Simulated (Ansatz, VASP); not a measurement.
**One calculation of Mo, two programs**

```
CELL_PARAMETERS angstrom
-2.22004 2.22004 1.16487
2.22004 -2.22004 1.16487
2.22004 2.22004 -1.16487
ATOMIC_POSITIONS crystal
Mo 0.62500 0.87500 0.75000
Mo 0.37500 0.12500 0.25000
```

Change from the starting cell: volume scaled by 0.68, LAPW.

Alike in both runs: task single point; functional PBE; k mesh 18 × 18 × 18; occupations fermi-dirac, width 0.05 eV; no spin polarisation.

|  | VASP | Ansatz |
| --- | --- | --- |
| version | VASP 6.6.1 | Ansatz 0.2.0 |
| potentials or method | VASP PAW PBE potentials, release 64 (Mo_sv), cutoff 520 eV | all-electron LAPW, scalar-relativistic |

|  | VASP | Ansatz | Ansatz less VASP |
| --- | --- | --- | --- |
| pressure (GPa) | 176.5 | 172.8 | -3.70 |
| traceless stress, the component that is largest in VASP (GPa) | 0.11 | 0.06 | -0.047 |

Both programs put the cell under a high pressure, so it lies far from rest at this level. Ansatz ran all-electron here, and VASP with PAW potentials.

Noted on VASP's run: the cell as given lies far from equilibrium.
